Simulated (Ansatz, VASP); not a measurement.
# Two plane-wave programs on Si3GeO8

File INCAR:

```
SYSTEM = Si3GeO8
PREC = Accurate ; ENCUT = 600
EDIFF = 1E-6 ; ISMEAR = 0
SIGMA = 0.1 ; LREAL = .FALSE.
LASPH = .TRUE. ; NELM = 120
ALGO = Normal ; ISIF = 2
LWAVE = .FALSE. ; LCHARG = .TRUE.
GGA = PE ; LELF = .TRUE.
LVHAR = .TRUE. ; NBANDS = 49
GGA_COMPAT = .FALSE.
```

Contents of KPOINTS:

```
Automatic mesh
0
G
  4 4 4
  0 0 0
```

Contents of POSCAR:

```
Si3GeO8
1.0
    4.2136658700      0.0000000000      0.0000000000
    0.0000000000      4.2136658700      2.7469412100
    0.0000000000     -4.2136658700      2.7469412100
Si Ge O
3 1 8
Direct
    0.5000000000      0.0000000000      0.5000000000
    0.5000000000      0.5000000000      0.0000000000
    0.0000000000      0.0000000000      0.0000000000
    0.0000000000      0.5000000000      0.5000000000
    0.6942292300      0.3471146200      0.6528853900
    0.6942292300      0.8471146200      0.1528853800
    0.8057707700      0.3471146200      0.1528853800
    0.8057707700      0.8471146200      0.6528853900
    0.3057707700      0.1528853900      0.8471146200
    0.3057707700      0.6528853900      0.3471146100
    0.1942292300      0.1528853800      0.3471146200
    0.1942292300      0.6528853900      0.8471146200
```

Input for Ansatz:

```yaml
crystal:
  lattice:
    - [4.21366587, 0.0, 0.0]
    - [0.0, 4.21366587, 2.74694121]
    - [0.0, -4.21366587, 2.74694121]
  atoms:
    - { symbol: Si, position: [0.5, 0.0, 0.5] }
    - { symbol: Si, position: [0.5, 0.5, 0.0] }
    - { symbol: Si, position: [0.0, 0.0, 0.0] }
    - { symbol: Ge, position: [0.0, 0.5, 0.5] }
    - { symbol: O, position: [0.69422923, 0.34711462, 0.65288539] }
    - { symbol: O, position: [0.69422923, 0.84711462, 0.15288538] }
    - { symbol: O, position: [0.80577077, 0.34711462, 0.15288538] }
    - { symbol: O, position: [0.80577077, 0.84711462, 0.65288539] }
    - { symbol: O, position: [0.30577077, 0.15288539, 0.84711462] }
    - { symbol: O, position: [0.30577077, 0.65288539, 0.34711461] }
    - { symbol: O, position: [0.19422923, 0.15288538, 0.34711462] }
    - { symbol: O, position: [0.19422923, 0.65288539, 0.84711462] }
basis:
  ecutwfc: 420
kpoints:
  mp_grid: { grid: [4, 4, 4] }
hamiltonian:
  xc: pbe
  pseudopotentials: { kind: paw }
scf:
  occupations: { method: gaussian, width: 0.1 }
output:
  forces: true
  stress: true
  eigenvalues: true
```

Alike in both runs: task single point; functional PBE; k mesh 4 × 4 × 4; occupations gaussian, width 0.1 eV; no spin polarisation.

```csv
,VASP,Ansatz
version,VASP 6.6.1,Ansatz 0.2.0
potentials or method,"VASP PAW PBE potentials, release 64 (Si, Ge_d, O), cutoff 600 eV","scalar-relativistic, plane waves, PAW"
valence electrons in the cell,74,74
```

```tsv
	VASP	Ansatz	Ansatz less VASP
gap on the k mesh at the Fermi level (eV)	4.48	4.49	+0.007
least direct gap on the mesh (eV)	4.48	4.49	+0.007
pressure (GPa)	11.5	11.8	+0.34
traceless stress, the component that is largest in VASP (GPa)	-2.55	-2.82	-0.278
rms of the force components (eV/Å)	1.042	1.046	+0.0041
```

Atom by atom the forces differ by 0.007 eV/Å (rms over components).
